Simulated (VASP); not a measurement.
Set up this calculation in VASP 6.6.1, as the native input.

| Quantity | Value |
| --- | --- |
| Task | single point |
| Functional | PBE |
| Potentials or basis | VASP PAW PBE potentials, release 64 (Ca_sv, Ba_sv, S) |
| Cutoff | 520 eV |
| k mesh | 6 × 6 × 6 |
| Occupations | gaussian, width 0.01 eV |
| Spin | no spin polarisation |
| Dipole correction | no |
| Further INCAR settings | ALGO = Normal; EDIFF = 1e-06; NBANDS = 24 |

The structure of BaCaS2 lies in POSCAR:

```
BaCaS2
1.0
    2.1425046739      1.2369756502      7.0419854758
   -2.1425046739      1.2369756502      7.0419854758
    0.0000000000     -2.4739513004      7.0419854758
Ca Ba S
1 1 2
Direct
    1.0000000000      0.0000000000      0.0000000000
    0.5000000000      0.5000000000      0.5000000000
    0.2588089446      0.2588089446      0.2588089446
    0.7411910554      0.7411910554      0.7411910554
```

The input as run:

INCAR

```
PREC     = Accurate       # precision mode
ENCUT    = 520            # plane-wave cutoff, eV
EDIFF    = 1E-6           # SCF threshold, eV
ISMEAR   = 0              # smearing method
SIGMA    = 0.01           # smearing width, eV
LREAL    = F              # projectors in reciprocal space
LASPH    = T              # aspherical terms in the spheres
NELM     = 80             # most SCF steps
ALGO     = Normal         # electronic algorithm
ISIF     = 2              # what is computed and relaxed
LWAVE    = F              # write WAVECAR
LCHARG   = F              # write CHGCAR
GGA      = PE             # functional
NBANDS   = 24             # bands
```

KPOINTS

```
regular mesh
0
Gamma
  6 6 6
```

Potentials or basis: VASP PAW PBE potentials, release 64 (Ca_sv, Ba_sv, S).

The run is started by

```console
$ cat potpaw_PBE.64/Ca_sv/POTCAR potpaw_PBE.64/Ba_sv/POTCAR potpaw_PBE.64/S/POTCAR > POTCAR
$ mpirun -np 1 vasp_std > vasp.out
```

It gave:

```yaml
Pressure: 0.5 GPa
Largest_force: 0.068 eV/Å
Band_gap_on_the_k_mesh: 2.06 eV (least direct gap 2.52 eV)
```

Caveat: spin-orbit coupling is left out, which moves the levels of the heavy elements.

Wall time 3.6 min on 1 thread of Intel(R) Xeon(R) Platinum 8375C CPU @ 2.90GHz (Ice Lake), with other jobs on the host, peak memory 0.45 GiB.
